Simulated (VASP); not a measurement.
# Be2Sb (Pnnm) in VASP: relaxation of cell and atoms with PBE

Aim: the relaxation of cell and atoms of Be2Sb with PBE.

All numbers are computed with VASP 6.6.1; they aren't measurements. Logs are shortened: lines on timing, memory, paths and dates and some standing lists are left out, and cuts for length are marked.

## Step 1: The cell of the first run

Symmetry: Pnnm, No. 58, orthorhombic system. Conventional cell: a = 4.388 Å, b = 5.356 Å, c = 3.343 Å, α = 90.00°, β = 90.00°, γ = 90.00°. Be (site symmetry m) has 1 Be at 2.19 Å and 3 Sb at 2.21 to 2.22 Å within 2.9 Å. Within 2.9 Å of Sb (site symmetry 2/m) lie 6 Be at 2.21 to 2.22 Å.

## Step 2: Relaxation of cell and atoms, PBE

Contents of INCAR:

```
PREC = Accurate
ENCUT = 600
EDIFF = 1E-6
ISMEAR = 0
SIGMA = 0.1
LREAL = False
LASPH = True
NELM = 60
ALGO = Fast
ISIF = 3
LWAVE = False
LCHARG = False
GGA = PE
IBRION = 2
NSW = 90
EDIFFG = -0.04
```

Contents of KPOINTS:

```
Automatic mesh
0
Gamma
  4 4 6
```

Contents of POSCAR:

```
Be2Sb
1.0
    4.3880526693      0.0000000000      0.0000000000
    0.0000000000      5.3555844193      0.0000000000
    0.0000000000      0.0000000000      3.3433158348
Be Sb
4 2
Direct
    0.2004000000      0.3787000000      0.0000000000
    0.7996000000      0.6213000000      0.0000000000
    0.7004000000      0.1213000000      0.5000000000
    0.2996000000      0.8787000000      0.5000000000
    0.0000000000      0.0000000000      0.0000000000
    0.5000000000      0.5000000000      0.5000000000
```

Potentials or basis: VASP PAW PBE potentials, release 64 (Be, Sb).

Started as:

```sh
$ cat potpaw_PBE.64/Be/POTCAR potpaw_PBE.64/Sb/POTCAR > POTCAR
$ mpirun -np 1 vasp_std > vasp.out
```

OUTCAR:

```text
PREC = Accurate
   ENCUT = 600
   EDIFF = 1E-6
   ISMEAR = 0
   LREAL = False
   LASPH = True
   NELM = 60
   ISIF = 3
   GGA = PE
   IBRION = 2
   NSW = 90
   EDIFFG = -0.04

 ion  position               nearest neighbor table
   1  0.200  0.379  0.000-   2 2.19   5 2.21   6 2.22   6 2.22
   2  0.800  0.621  0.000-   1 2.19   5 2.21   6 2.22   6 2.22
   3  0.700  0.121  0.500-   4 2.19   6 2.21   5 2.22   5 2.22
   4  0.300  0.879  0.500-   3 2.19   6 2.21   5 2.22   5 2.22
   5  0.000  0.000  0.000-   1 2.21   2 2.21   3 2.22   4 2.22   3 2.22   4 2.22
   6  0.500  0.500  0.500-   3 2.21   4 2.21   1 2.22   2 2.22   1 2.22   2 2.22

  LATTYP: Found a simple orthorhombic cell.
 ALAT       =     3.3433158348
 B/A-ratio  =     1.3124852351
 C/A-ratio  =     1.6018781006

  Lattice vectors:

 A1 = (   0.0000000000,   0.0000000000,   3.3433158348)
 A2 = (   4.3880526693,   0.0000000000,   0.0000000000)
 A3 = (   0.0000000000,   5.3555844193,   0.0000000000)

Analysis of symmetry for initial positions (statically):
=====================================================================
 Subroutine PRICEL returns:
 Original cell was already a primitive cell.

 Routine SETGRP: Setting up the symmetry group for a
 simple orthorhombic supercell.

 Subroutine GETGRP returns: Found  8 space group operations
 (whereof  4 operations were pure point group operations)
 out of a pool of  8 trial point group operations.

The static configuration has the point symmetry C_2h.
 The point group associated with its full space group is D_2h.

Analysis of symmetry for dynamics (positions and initial velocities):
=====================================================================
 Subroutine PRICEL returns:
 Original cell was already a primitive cell.

 Routine SETGRP: Setting up the symmetry group for a
 simple orthorhombic supercell.

 Subroutine GETGRP returns: Found  8 space group operations
 (whereof  4 operations were pure point group operations)
 out of a pool of  8 trial point group operations.

The dynamic configuration has the point symmetry C_2h.
 The point group associated with its full space group is D_2h.

 Subroutine INISYM returns: Found  8 space group operations
 (whereof  4 operations are pure point group operations),
 and found     1 'primitive' translations

----------------------------------------------------------------------------------------

                                     Primitive cell

  volume of cell :      78.5699

  direct lattice vectors                    reciprocal lattice vectors
     4.388052669  0.000000000  0.000000000     0.227891522  0.000000000  0.000000000
     0.000000000  5.355584419  0.000000000     0.000000000  0.186720985  0.000000000
     0.000000000  0.000000000  3.343315835     0.000000000  0.000000000  0.299104257

  length of vectors
     4.388052669  5.355584419  3.343315835     0.227891522  0.186720985  0.299104257

  position of ions in fractional coordinates (direct lattice)
     0.200400000  0.378700000  0.000000000
     0.799600000  0.621300000  0.000000000
     0.700400000  0.121300000  0.500000000
     0.299600000  0.878700000  0.500000000
     0.000000000  0.000000000  0.000000000
     0.500000000  0.500000000  0.500000000

  ion indices of the primitive-cell ions
   primitive index   ion index
                 1           1
                 2           2
                 3           3
                 4           4
                 5           5
                 6           6

----------------------------------------------------------------------------------------

 KPOINTS: Automatic mesh

Automatic generation of k-mesh.
 Grid dimensions read from file:
 generate k-points for:    4    4    6

 Generating k-lattice:

  Cartesian coordinates                     Fractional coordinates (reciprocal lattice)
     0.056972880  0.000000000  0.000000000     0.250000000  0.000000000  0.000000000
     0.000000000  0.046680246  0.000000000     0.000000000  0.250000000  0.000000000
     0.000000000  0.000000000  0.049850710     0.000000000  0.000000000  0.166666667

  Length of vectors
     0.056972880  0.046680246  0.049850710

  Shift w.r.t. Gamma in fractional coordinates (k-lattice)
     0.000000000  0.000000000  0.000000000

 Subroutine IBZKPT returns following result:
 ===========================================

 Found     36 irreducible k-points:

 Following reciprocal coordinates:
            Coordinates               Weight
  0.000000  0.000000  0.000000      1.000000
  0.250000  0.000000  0.000000      2.000000
  0.500000  0.000000  0.000000      1.000000
  0.000000  0.250000  0.000000      2.000000
  0.250000  0.250000  0.000000      4.000000
  0.500000  0.250000  0.000000      2.000000
[... 16 lines left out ...]
  0.250000  0.250000  0.333333      8.000000
  0.500000  0.250000  0.333333      4.000000
 [... further k-points ...]
   k-points           NKPTS =     36   k-points in BZ     NKDIM =     36   number of bands    NBANDS=     13
   number of dos      NEDOS =    301   number of ions     NIONS =      6
   total plane-waves  NPLWV =  48384
   dimension x,y,z NGX =    36 NGY =   48 NGZ =   28
   dimension x,y,z NGXF=    72 NGYF=   96 NGZF=   56
   ions per type =               4   2
   NGX,Y,Z   is equivalent  to a cutoff of  13.64, 14.90, 13.92 a.u.
   NGXF,Y,Z  is equivalent  to a cutoff of  27.28, 29.80, 27.85 a.u.
 SYSTEM =  unknown system
   PREC   = accura    normal or accurate (medium, high low for compatibility)
   ISTART =      0    job   : 0-new  1-cont  2-samecut
   ICHARG =      2    charge: 1-file 2-atom 10-const
   ISPIN  =      1    spin polarized calculation?
   LNONCOLLINEAR =      F non collinear calculations
   LSORBIT =      F    spin-orbit coupling
   LASPH  =      T    aspherical Exc in radial PAW
   ENCUT  =  600.0 eV  44.10 Ry    6.64 a.u.   8.76 10.70  6.68*2*pi/ulx,y,z
   NELM   =     60;   NELMIN=  2; NELMDL= -5     # of ELM steps
   EDIFF  = 0.1E-05   stopping-criterion for ELM
   LREAL  =      F    real-space projection
   EDIFFG = -.4E-01   stopping-criterion for IOM
   NSW    =     90    number of steps for IOM
   IBRION =      2    ionic relax: 0-MD 1-quasi-New 2-CG
   NFREE  =      1    steps in history (QN), initial steepest desc. (CG)
   ISIF   =      3    stress and relaxation
   ISYM   =      2    0-nonsym 1-usesym 2-fastsym
   POTIM  = 0.5000    time-step for ionic-motion
   TEBEG  =    0.0;   TEEND  =   0.0 temperature during run
   PSTRESS=    0.0 pullay stress
   NELECT =      18.0000    total number of electrons
   NUPDOWN=      -1.0000    fix difference up-down
   EMIN   =  10.00;   EMAX   =-10.00  energy-range for DOS
   EFERMI =   0.00;   METHOD = LEGACY
   ISMEAR =     0;   SIGMA  =   0.10  broadening in eV -4-tet -1-fermi 0-gaus
   EFERMI_NEDOS =   21; number of points for ismear=-14 and -15
   IALGO  =     68    algorithm
   IMIX   =      4    mixing-type and parameters
     AMIX     =   0.40;   BMIX     =  1.00
     AMIX_MAG =   1.60;   BMIX_MAG =  1.00
  volume/ion in A,a.u.               =      13.09        88.37
  Fermi-wavevector in a.u.,A,eV,Ry     =   1.001721  1.892979 13.652709  1.003446
  Thomas-Fermi vector in A             =   2.134162
   LORBIT       =      0    0 simple, 1 ext, 2 COOP (PROOUT), +10 PAW based schemes
   GGA     = PE    functional components
   LHFCALC =     F    Hartree Fock is set to
   AEXX    =    0.0000 exact exchange contribution
   IVDW    =     0    specifies the selected vdW correction
   LEPSILON=     F    determine dielectric tensor
   LRPA    =     F    only Hartree local field effects (RPA)
 conjugate gradient relaxation of ions
 non-spin polarized calculation
 RMM-DIIS sequential band-by-band and
 Gauss-broadening in eV      SIGMA  =   0.10
  energy-cutoff  :      600.00
  volume of cell :       78.57
 maximum number of plane-waves:      2658
 NGX is ok and might be reduce to    36
   NGX = 17   NGY = 21   NGZ = 13

--------------------------------------- Ionic step        1  -------------------------------------------

 number of electron      18.0000000 magnetization

 Free energy of the ion-electron system (eV)
  ---------------------------------------------------
  ext. energy  EPLUGINS =         0.00000000
  ---------------------------------------------------
  free energy    TOTEN  =       -15.96901572 eV

  energy without entropy =      -15.95862169  energy(sigma->0) =      -15.96381871

 E-fermi :   9.0300     XC(G=0): -10.6032

 val. band max:        9.0173070658   @ k =   0.2500   0.2500   0.3333
 cond. band min:       9.0493678803   @ k =   0.0000   0.5000   0.3333
 fundamental gap:      0.0320608145
 Fermi energy:         9.0299738565

 k-point     1 :       0.0000    0.0000    0.0000
  band No.  band energies     occupation
      1      -4.6809      2.00000
      2      -1.9817      2.00000
      3       1.6024      2.00000
      4       3.8043      2.00000
      5       5.3743      2.00000
      6       6.5611      2.00000
      7       6.9400      2.00000
      8       6.9943      2.00000
      9       8.7496      1.99993
     10       9.9297      0.00000
     11      10.5318      0.00000
     12      12.1206      0.00000
[... 875 lines left out ...]
  FREE ENERGIE OF THE ION-ELECTRON SYSTEM (eV)
  ---------------------------------------------------
  free  energy   TOTEN  =       -19.2605404702 eV

  energy  without entropy=      -19.2513814000  energy(sigma->0) =      -19.25596094

[... ionic steps 4 to 35 ...]

--------------------------------------- Ionic step       36  -------------------------------------------

 number of electron      18.0000001 magnetization

------------------------ aborting loop because EDIFF is reached ----------------------------------------

  FORCE on cell =-STRESS in cart. coord.  units (eV):
  Direction    XX          YY          ZZ          XY          YZ          ZX
  --------------------------------------------------------------------------------------
  -------------------------------------------------------------------------------------
  Total        0.7751828      0.6944893      1.1111260      0.0000000      0.0000000      0.0000000
  in kB       12.7328597     11.4074187     18.2509372      0.0000000      0.0000000      0.0000000
  external PRESSURE =      14.1304052 kB  Pullay stress =       0.0000000 kB
[... 65 lines left out ...]
  energy  without entropy=      -20.3983423412  energy(sigma->0) =      -20.40622845

--------------------------------------- Ionic step       38  -------------------------------------------

 number of electron      18.0000002 magnetization

 Free energy of the ion-electron system (eV)
  ---------------------------------------------------
  ext. energy  EPLUGINS =         0.00000000
  ---------------------------------------------------
  free energy    TOTEN  =       -20.41646246 eV

  energy without entropy =      -20.40299472  energy(sigma->0) =      -20.40972859

 E-fermi :   6.3390     XC(G=0):  -9.7023

 val. band max:        6.3366067115   @ k =   0.5000   0.2500   0.0000
 cond. band min:       6.3451649195   @ k =   0.5000   0.0000   0.3333
 fundamental gap:      0.0085582080
 Fermi energy:         6.3390055704

 k-point     1 :       0.0000    0.0000    0.0000
  band No.  band energies     occupation
      1      -5.4795      2.00000
      2      -2.4253      2.00000
      3       1.3390      2.00000
      4       1.6751      2.00000
      5       2.6154      2.00000
      6       3.6581      2.00000
      7       5.1054      2.00000
      8       5.2474      2.00000
      9       5.4930      2.00000
     10       6.0678      1.99987
     11       7.2045      0.00000
     12       8.2603      0.00000
[... 402 lines left out ...]
  FREE ENERGIE OF THE ION-ELECTRON SYSTEM (eV)
  ---------------------------------------------------
  free  energy   TOTEN  =       -20.4164624635 eV

  energy  without entropy=      -20.4029947151  energy(sigma->0) =      -20.40972859

 reached required accuracy - stopping structural energy minimisation
```

It took 20 min on 1 thread of AMD EPYC 7R43 (Zen 3), shared host; peak memory 0.2 GiB.

Results:

| Property | Result |
| --- | --- |
| Free energy | -20.4165 eV |
| Relaxed volume | 16.61 Å³/atom |
| Relaxed cell | a = 4.601 Å, b = 4.526 Å, c = 4.786 Å, α = 90.00°, β = 90.00°, γ = 90.00° |
| Space group after relaxing (to 0.05 Å) | Immm (No. 71) |
| Energy gained by relaxing | 741.2 meV/atom |
| Ionic steps | 38 |
| Pressure after relaxing | -0.1 GPa |
| Largest force after relaxing | 0.030 eV/Å |
| Band gap on the k mesh | zero (band 9 reaches 10.70 eV, above the bottom of band 10 at 4.74 eV) |

Forces in eV/Å, atoms in the order of the input:
```
Be  -0.018 -0.024  0.000
Be   0.018  0.024  0.000
Be  -0.018  0.024  0.000
Be   0.018 -0.024  0.000
Sb   0.000  0.000  0.000
Sb   0.000  0.000  0.000
```

The path:
| step | energy change (eV) | largest force (eV/Å) | pressure (GPa) | volume (Å³) |
| --- | --- | --- | --- | --- |
| 1 | 0.0000 | 1.2680 | 40.78 | 78.57 |
| 2 | -3.0551 | 0.3091 | -5.62 | 122.70 |
| 3 | -3.2915 | 0.3621 | 0.13 | 109.29 |
| 4 | -3.2930 | 0.3549 | -0.49 | 110.40 |
| 5 | -3.3346 | 0.3030 | -0.35 | 109.90 |
| 6 | -3.3977 | 0.3074 | 0.15 | 108.32 |
| 7 | -3.4216 | 0.1537 | 0.07 | 108.41 |
| 8 | -3.4265 | 0.0412 | 0.05 | 108.48 |
| 9 | -3.4375 | 0.0747 | -0.09 | 108.66 |
| 10 | -3.4517 | 0.1607 | -0.28 | 108.91 |
| 11 | -3.4865 | 0.3612 | -0.78 | 109.34 |
| 12 | -3.4817 | 0.6809 | -1.58 | 109.92 |
| 13 | -3.5017 | 0.5172 | -1.22 | 109.63 |
| 14 | -3.5039 | 0.5261 | -1.22 | 109.61 |
| 15 | -3.5097 | 0.5534 | -1.24 | 109.54 |
| 16 | -3.5171 | 0.6062 | -1.24 | 109.39 |
| 17 | -3.5172 | 0.6924 | -1.21 | 109.05 |
| 18 | -3.5310 | 0.6962 | -1.10 | 108.72 |
| 19 | -3.5729 | 0.7081 | -0.77 | 107.70 |
| 20 | -3.6565 | 0.7486 | -0.11 | 105.65 |
| 21 | -3.7959 | 0.7556 | 1.53 | 101.49 |
| 22 | -3.7330 | 0.4177 | 7.97 | 92.93 |
| 23 | -3.8422 | 0.6874 | 4.05 | 97.48 |
| 24 | -3.8808 | 0.6298 | 3.96 | 97.36 |
| 25 | -3.9771 | 0.4517 | 3.81 | 96.96 |
| 26 | -4.0482 | 0.3173 | 4.08 | 96.06 |
| 27 | -4.1368 | 0.3203 | 2.73 | 97.35 |
| 28 | -4.2938 | 0.3203 | -0.73 | 101.23 |
| 29 | -4.1895 | 0.3430 | -5.47 | 109.00 |
| 30 | -4.3140 | 0.3332 | -2.46 | 103.59 |
| 31 | -4.3524 | 0.3045 | -1.91 | 102.47 |
| 32 | -4.3987 | 0.1974 | -0.40 | 99.80 |
| 33 | -4.3992 | 0.1774 | -0.17 | 99.43 |
| 34 | -4.4111 | 0.1574 | 0.11 | 99.07 |
| 35 | -4.4351 | 0.0827 | 1.02 | 97.98 |
| 36 | -4.4364 | 0.0613 | 1.41 | 97.54 |
| 37 | -4.4451 | 0.0434 | 0.72 | 98.51 |
| 38 | -4.4474 | 0.0300 | -0.06 | 99.67 |

Final structure:
```xyz
6
Lattice="4.6011 0.0000 0.0000 0.0000 4.5259 0.0000 0.0000 0.0000 4.7861" Properties=species:S:1:pos:R:3 pbc="T T T"
Be    1.1875    2.2703    4.7861
Be    3.4136    2.2557    0.0000
Be    3.4881    4.5186    2.3931
Be    1.1130    0.0073    2.3931
Sb    0.0000    0.0000    0.0000
Sb    2.3006    2.2630    2.3931
```

Caveat: the volume moved by over 15 % at a fixed basis, so the end points are rough; spin-orbit coupling is left out, which moves the levels of the heavy elements.
